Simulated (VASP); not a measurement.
# Sc (I4/mmm) in VASP: further runs

Sc is run at these levels: LDA; tasks: electric field gradients.

Everything below comes from runs of VASP 6.6.1. Logs are shortened: lines on timing, memory, paths and dates and some standing lists are left out, and cuts for length are marked.

## (1) The cell of the first run

Symmetry: I4/mmm, No. 139, tetragonal system. The conventional cell has a = 3.757 Å, b = 3.757 Å, c = 3.366 Å, α = 90.00°, β = 90.00°, γ = 90.00°. Sc (site symmetry 4/mmm) has 14 Sc at 3.14 to 3.76 Å within 4.1 Å.

## (2) Electric field gradients, LDA (volume scaled by 0.9405)

The input, INCAR:

```
SYSTEM = Sc
ALGO     = Normal         ! electronic algorithm
EDIFF    = 1E-8           ! SCF threshold, eV
ENCUT    = 520            ! plane-wave cutoff, eV
GGA      = CA             ! functional
ISIF     = 2              ! what is computed and relaxed
ISMEAR   = -1             ! smearing method
LASPH    = .TRUE.         ! aspherical terms in the spheres
LCHARG   = .FALSE.        ! write CHGCAR
LEFG     = .TRUE.       
LREAL    = .FALSE.        ! projectors in reciprocal space
LWAVE    = .FALSE.        ! write WAVECAR
NBANDS   = 12             ! bands
NELM     = 60             ! most SCF steps
PREC     = Accurate       ! precision mode
SIGMA    = 0.03           ! smearing width, eV
```

The input, KPOINTS:

```
k-points
0
G
  13 13 13
  0 0 0
```

The input, POSCAR:

```
Sc
1.0
   -1.8784007933      1.8784007933      1.6828383089
    1.8784007933     -1.8784007933      1.6828383089
    1.8784007933      1.8784007933     -1.6828383089
Sc
1
Direct
    0.0000000000      0.0000000000      0.0000000000
```

Potentials or basis: VASP PAW LDA potentials, release 64 (Sc_sv).

Launch:

```bash
> cat potpaw_LDA.64/Sc_sv/POTCAR > POTCAR
> mpirun -np 1 vasp_std > vasp.out
```

OUTCAR:

```text
SYSTEM = Sc
   EDIFF = 1E-8
   ENCUT = 520
   GGA = CA
   ISIF = 2
   ISMEAR = -1
   LASPH = .TRUE.
   LREAL = .FALSE.
   NELM = 60
   PREC = Accurate

 ion  position               nearest neighbor table
   1  0.000  0.000  0.000-

  LATTYP: Found a body centered tetragonal cell.
 ALAT       =     3.7568015866
 C/A-ratio  =     0.8958888406

  Lattice vectors:

 A1 = (  -1.8784007933,   1.8784007933,   1.6828383089)
 A2 = (   1.8784007933,  -1.8784007933,   1.6828383089)
 A3 = (   1.8784007933,   1.8784007933,  -1.6828383089)

Analysis of symmetry for initial positions (statically):
=====================================================================
 Subroutine PRICEL returns:
 Original cell was already a primitive cell.

 Routine SETGRP: Setting up the symmetry group for a
 body centered tetragonal supercell.

 Subroutine GETGRP returns: Found 16 space group operations
 (whereof 16 operations were pure point group operations)
 out of a pool of 16 trial point group operations.

The static configuration has the point symmetry D_4h.

Analysis of symmetry for dynamics (positions and initial velocities):
=====================================================================
 Subroutine PRICEL returns:
 Original cell was already a primitive cell.

 Routine SETGRP: Setting up the symmetry group for a
 body centered tetragonal supercell.

 Subroutine GETGRP returns: Found 16 space group operations
 (whereof 16 operations were pure point group operations)
 out of a pool of 16 trial point group operations.

The dynamic configuration has the point symmetry D_4h.

 Subroutine INISYM returns: Found 16 space group operations
 (whereof 16 operations are pure point group operations),
 and found     1 'primitive' translations

----------------------------------------------------------------------------------------

                                     Primitive cell

  volume of cell :      23.7508

  direct lattice vectors                    reciprocal lattice vectors
    -1.878400793  1.878400793  1.682838309     0.000000000  0.266183874  0.297117077
     1.878400793 -1.878400793  1.682838309     0.266183874  0.000000000  0.297117077
     1.878400793  1.878400793 -1.682838309     0.266183874  0.266183874  0.000000000

  length of vectors
     3.144634137  3.144634137  3.144634137     0.398914041  0.398914041  0.376440845

  position of ions in fractional coordinates (direct lattice)
     0.000000000  0.000000000  0.000000000

  ion indices of the primitive-cell ions
   primitive index   ion index
                 1           1

----------------------------------------------------------------------------------------

 KPOINTS: k-points

Automatic generation of k-mesh.
 Grid dimensions read from file:
 generate k-points for:   13   13   13

 Generating k-lattice:

  Cartesian coordinates                     Fractional coordinates (reciprocal lattice)
     0.000000000  0.020475683  0.022855160     0.076923077  0.000000000  0.000000000
     0.020475683  0.000000000  0.022855160     0.000000000  0.076923077  0.000000000
     0.020475683  0.020475683  0.000000000     0.000000000  0.000000000  0.076923077

  Length of vectors
     0.030685695  0.030685695  0.028956988

  Shift w.r.t. Gamma in fractional coordinates (k-lattice)
     0.000000000  0.000000000  0.000000000

 Subroutine IBZKPT returns following result:
 ===========================================

 Found    196 irreducible k-points:

 Following reciprocal coordinates:
            Coordinates               Weight
  0.000000  0.000000  0.000000      1.000000
  0.076923  0.000000 -0.000000      8.000000
  0.153846  0.000000  0.000000      8.000000
  0.230769 -0.000000  0.000000      8.000000
  0.307692  0.000000  0.000000      8.000000
  0.384615  0.000000 -0.000000      8.000000
[... 16 lines left out ...]
  0.384615  0.153846 -0.000000     16.000000
  0.461538  0.153846 -0.000000     16.000000
 [... further k-points ...]
   k-points           NKPTS =    196   k-points in BZ     NKDIM =    196   number of bands    NBANDS=     12
   number of dos      NEDOS =    301   number of ions     NIONS =      1
   total plane-waves  NPLWV =  13824
   dimension x,y,z NGX =    24 NGY =   24 NGZ =   24
   dimension x,y,z NGXF=    48 NGYF=   48 NGZF=   48
   ions per type =               1
   NGX,Y,Z   is equivalent  to a cutoff of  12.69, 12.69, 12.69 a.u.
   NGXF,Y,Z  is equivalent  to a cutoff of  25.38, 25.38, 25.38 a.u.
 SYSTEM =  Sc
   PREC   = accura    normal or accurate (medium, high low for compatibility)
   ISTART =      0    job   : 0-new  1-cont  2-samecut
   ICHARG =      2    charge: 1-file 2-atom 10-const
   ISPIN  =      1    spin polarized calculation?
   LNONCOLLINEAR =      F non collinear calculations
   LSORBIT =      F    spin-orbit coupling
   LASPH  =      T    aspherical Exc in radial PAW
   ENCUT  =  520.0 eV  38.22 Ry    6.18 a.u.   5.85  5.85  5.85*2*pi/ulx,y,z
   NELM   =     60;   NELMIN=  2; NELMDL= -5     # of ELM steps
   EDIFF  = 0.1E-07   stopping-criterion for ELM
   LREAL  =      F    real-space projection
   EDIFFG = 0.1E-06   stopping-criterion for IOM
   NSW    =      0    number of steps for IOM
   IBRION =     -1    ionic relax: 0-MD 1-quasi-New 2-CG
   NFREE  =      0    steps in history (QN), initial steepest desc. (CG)
   ISIF   =      2    stress and relaxation
   ISYM   =      2    0-nonsym 1-usesym 2-fastsym
   POTIM  = 0.5000    time-step for ionic-motion
   TEBEG  =    0.0;   TEEND  =   0.0 temperature during run
   PSTRESS=    0.0 pullay stress
   NELECT =      11.0000    total number of electrons
   NUPDOWN=      -1.0000    fix difference up-down
   EMIN   =  10.00;   EMAX   =-10.00  energy-range for DOS
   EFERMI =   0.00;   METHOD = LEGACY
   ISMEAR =    -1;   SIGMA  =   0.03  broadening in eV -4-tet -1-fermi 0-gaus
   EFERMI_NEDOS =   21; number of points for ismear=-14 and -15
   IALGO  =     38    algorithm
   IMIX   =      4    mixing-type and parameters
     AMIX     =   0.40;   BMIX     =  1.00
     AMIX_MAG =   1.60;   BMIX_MAG =  1.00
  volume/ion in A,a.u.               =      23.75       160.28
  Fermi-wavevector in a.u.,A,eV,Ry     =   1.266619  2.393563 21.828158  1.604324
  Thomas-Fermi vector in A             =   2.399810
   LORBIT       =      0    0 simple, 1 ext, 2 COOP (PROOUT), +10 PAW based schemes
   GGA     = CA    functional components
   LHFCALC =     F    Hartree Fock is set to
   AEXX    =    0.0000 exact exchange contribution
   IVDW    =     0    specifies the selected vdW correction
   LEPSILON=     F    determine dielectric tensor
   LRPA    =     F    only Hartree local field effects (RPA)
 non-spin polarized calculation
  energy-cutoff  :      520.00
  volume of cell :       23.75
 maximum number of plane-waves:       651
   NGX = 11   NGY = 11   NGZ = 11

 number of electron      10.9999996 magnetization

 Free energy of the ion-electron system (eV)
  ---------------------------------------------------
  ext. energy  EPLUGINS =         0.00000000
  ---------------------------------------------------
  free energy    TOTEN  =        -6.60001481 eV

  energy without entropy =       -6.59224309  energy(sigma->0) =       -6.59612895

 E-fermi :   3.7824     XC(G=0): -10.2982

 val. band max:        3.7772433933   @ k =   0.4615   0.0769  -0.0000
 cond. band min:       3.7838157719   @ k =   0.4615   0.0000   0.0000
 fundamental gap:      0.0065723785
 Fermi energy:         3.7824244170

 k-point     1 :       0.0000    0.0000    0.0000
  band No.  band energies     occupation
      1     -45.0649      2.00000
      2     -23.7920      2.00000
      3     -23.7920      2.00000
      4     -23.7683      2.00000
      5      -1.4621      2.00000
      6       4.7896      0.00000
      7       5.5333      0.00000
      8       5.5333      0.00000
      9       6.2587      0.00000
     10       7.1081      0.00000
     11      17.6644      0.00000
     12      17.6644      0.00000

 k-point     2 :       0.0769    0.0000   -0.0000
  band No.  band energies     occupation
      1     -45.0601      2.00000
      2     -23.8111      2.00000
      3     -23.8010      2.00000
      4     -23.7788      2.00000
      5      -1.2901      2.00000
      6       4.8121      0.00000
      7       5.4782      0.00000
      8       5.5365      0.00000
      9       6.2791      0.00000
     10       7.0262      0.00000
     11      17.6756      0.00000
     12      17.8440      0.00000

 k-point     3 :       0.1538    0.0000    0.0000
  band No.  band energies     occupation
      1     -45.0468      2.00000
      2     -23.8843      2.00000
      3     -23.8257      2.00000
      4     -23.7869      2.00000
      5      -0.7939      2.00000
      6       4.7292      0.00000
      7       5.2471      0.00000
      8       5.7218      0.00000
      9       6.3935      0.00000
     10       6.8723      0.00000
     11      17.4202      0.00000
     12      17.8667      0.00000
[... 286 lines left out ...]
 k-point    23 :       0.3846    0.1538   -0.0000
  band No.  band energies     occupation
      1     -44.9782      2.00000
      2     -24.2118      2.00000
      3     -23.9729      2.00000
      4     -23.8411      2.00000
      5       2.3598      2.00000
      6       3.7613      1.33845
      7       4.2605      0.00000
      8       6.6092      0.00000
      9       7.5476      0.00000
     10       8.5788      0.00000
     11      11.2786      0.00000
     12      13.4884      0.00000

 k-point    24 :       0.4615    0.1538   -0.0000
  band No.  band energies     occupation
      1     -44.9794      2.00000
      2     -24.2050      2.00000
      3     -23.9759      2.00000
      4     -23.8354      2.00000
      5       2.3186      2.00000
      6       3.8130      0.53051
      7       4.2231      0.00000
      8       6.6663      0.00000
      9       7.3185      0.00000
     10       8.6167      0.00000
     11      11.4621      0.00000
     12      13.3788      0.00000

 [... further k-points ...]
[... 5 lines left out ...]
  --------------------------------------------------------------------------------------
  -------------------------------------------------------------------------------------
  Total       -0.4015021     -0.4015021     -0.3567345      0.0000000      0.0000000     -0.0000000
  in kB      -27.0844165    -27.0844165    -24.0644976      0.0000000      0.0000000     -0.0000000
  external PRESSURE =     -26.0777769 kB  Pullay stress =       0.0000000 kB

 VOLUME and BASIS-vectors are now :
 -----------------------------------------------------------------------------
  energy-cutoff  :      520.00
  volume of cell :       23.75
      direct lattice vectors                 reciprocal lattice vectors
    -1.878400793  1.878400793  1.682838309     0.000000000  0.266183874  0.297117077
     1.878400793 -1.878400793  1.682838309     0.266183874  0.000000000  0.297117077
     1.878400793  1.878400793 -1.682838309     0.266183874  0.266183874  0.000000000

 POSITION                                       TOTAL-FORCE (eV/Angst)
 -----------------------------------------------------------------------------------
      0.00000      0.00000      0.00000         0.000000     -0.000000      0.000000
 -----------------------------------------------------------------------------------
    total drift:                                0.000000      0.000000      0.000000

  FREE ENERGIE OF THE ION-ELECTRON SYSTEM (eV)
  ---------------------------------------------------
  free  energy   TOTEN  =        -6.6000148068 eV

  energy  without entropy=       -6.5922430888  energy(sigma->0) =       -6.59612895

 Electric field gradients (V/A^2)
---------------------------------------------------------------------
 ion       V_xx      V_yy      V_zz      V_xy      V_xz      V_yz
---------------------------------------------------------------------
   1      -5.537    -5.537    11.073    -0.001    -0.001    -0.001
---------------------------------------------------------------------

 Electric field gradients after diagonalization (V/A^2)
 (convention: |V_zz| > |V_xx| > |V_yy|)
----------------------------------------------------------------------
 ion       V_xx      V_yy      V_zz     asymmetry (V_yy - V_xx)/ V_zz
----------------------------------------------------------------------
   1      -5.537    -5.536    11.073       0.000
----------------------------------------------------------------------

           NMR quadrupolar parameters

 Cq : quadrupolar parameter    Cq=e*Q*V_zz/h
 eta: asymmetry parameters     (V_yy - V_xx)/ V_zz
 Q  : nuclear electric quadrupole moment in mb (millibarn)
----------------------------------------------------------------------
 ion       Cq(MHz)       eta       Q (mb)
----------------------------------------------------------------------
   1       0.027       0.000       1.000
----------------------------------------------------------------------
```

Run time: 19 s. Hardware: 1 thread of Intel Xeon 6975P-C (Granite Rapids), shared host; peak memory 0.16 GiB.

What came out:

| Item | Value |
| --- | --- |
| Free energy | -6.6000 eV |
| Pressure | -2.6 GPa |

Levels at points of the mesh, in eV from the Fermi level:
```
           k point  band 3  band 4  band 5  band 6  band 7  band 8
(0.00, 0.00, 0.00)  -27.57  -27.55   -5.24    1.01    1.75    1.75
```

Electric field gradients, principal values (V/Å²):
| atom | least | middle | greatest (by size) |
| --- | --- | --- | --- |
| 1 Sc | -5.536 | -5.537 | 11.073 |

Caveat: without QUAD_EFG the Cq values of the log hold for a quadrupole moment of 1 mb, not for the nuclei.

[end of part 1 of 3]
